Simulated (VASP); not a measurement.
**Cd: single point with PBE**

Crystal: Cd.

```
Cd
1.0
     4.48914    0.00000    0.00000
    -2.24457    3.88771    0.00000
     0.00000    0.00000    4.42231
Cd
3
Direct
  0.33472 0.00000 0.33333
  0.00000 0.33472 0.66667
  0.66528 0.66528 0.00000
```

```
Program                : VASP 6.6.1
Task                   : single point
Functional             : PBE
Potentials or basis    : VASP PAW PBE potentials, release 64 (Cd)
Cutoff                 : 520 eV
k mesh                 : 6 × 6 × 4
Occupations            : gaussian, width 0.1 eV
Spin                   : no spin polarisation
Dipole correction      : no
Further INCAR settings : ALGO = Normal; EDIFF = 1e-07; NBANDS = 25
```

| Item | Value |
| --- | --- |
| Pressure | 0.4 GPa |
| Largest force | 0.024 eV/Å |
| Band gap on the k mesh | zero (band 18 reaches 5.33 eV, above the bottom of band 19 at -0.43 eV) |

Forces on the atoms (eV/Å):
```
Cd  -0.024  0.000  0.000
Cd   0.012 -0.021  0.000
Cd   0.012  0.021  0.000
```

Stress tensor (GPa, compression positive):
```
0.51 0.00 0.00
0.00 0.51 0.00
0.00 0.00 0.20
```

Levels at points of the mesh, in eV from the Fermi level:
| k point | band 15 | band 16 | band 17 | band 18 | band 19 | band 20 | band 21 | band 22 |
| --- | --- | --- | --- | --- | --- | --- | --- | --- |
| (0.00, 0.00, 0.00) | -8.11 | -7.55 | 0.70 | 0.70 | 3.55 | 3.58 | 3.58 | 3.61 |
| (0.50, 0.00, 0.00) | -7.74 | -4.71 | -4.69 | 0.21 | 1.54 | 2.75 | 4.09 | 4.11 |
| (0.00, 0.00, 0.50) | -7.74 | -5.36 | -5.36 | 3.72 | 3.72 | 5.60 | 6.05 | 6.08 |
| (0.50, 0.00, 0.50) | -8.10 | -2.58 | -2.57 | -2.49 | -2.04 | 2.93 | 2.93 | 3.93 |

Run time: 32 s on 1 thread of Intel(R) Xeon(R) Platinum 8259CL CPU @ 2.50GHz (Skylake/Cascade Lake), on a shared host, peak memory 0.21 GiB.
